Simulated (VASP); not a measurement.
Runs of VASP 6.6.1 on Ni3Ge. The structure is that of space group Pm-3m (No. 221), or close to it. The cells are those of the table. 

```tsv
spin	fixed moment (μB)	cell	pressure (GPa)	moment (μB)
collinear, ferromagnetic start	3.0	a = 3.687 Å, 4 atoms	(a)	3.00
collinear, ferromagnetic start	0.75	a = 3.687 Å, 4 atoms	-25.3	0.75
collinear	0.375	a = 3.417 Å, 4 atoms	(b)	0.38
collinear	0.375	a = 3.557 Å, 4 atoms	-11.4	0.38
collinear, ferromagnetic start	2.625	a = 3.417 Å, 4 atoms	25.6	2.62
collinear, ferromagnetic start	2.625	a = 3.557 Å, 4 atoms	-5.4	2.62
```

Alike in all rows: task single point; level LDA; potentials or basis VASP PAW LDA potentials, release 64 (Ni, Ge_d); k mesh 12 × 12 × 12; cutoff (eV) 520; smearing gaussian 0.15 eV.

Task: Fill in the values left out.

Result: (a) -19.5; (b) 17.9.

Caveats: the total moment is fixed, so each spin has its own Fermi level and the state may be an excited one; the cell stands under tension (at least some runs); the cell stands under pressure (at least some runs).
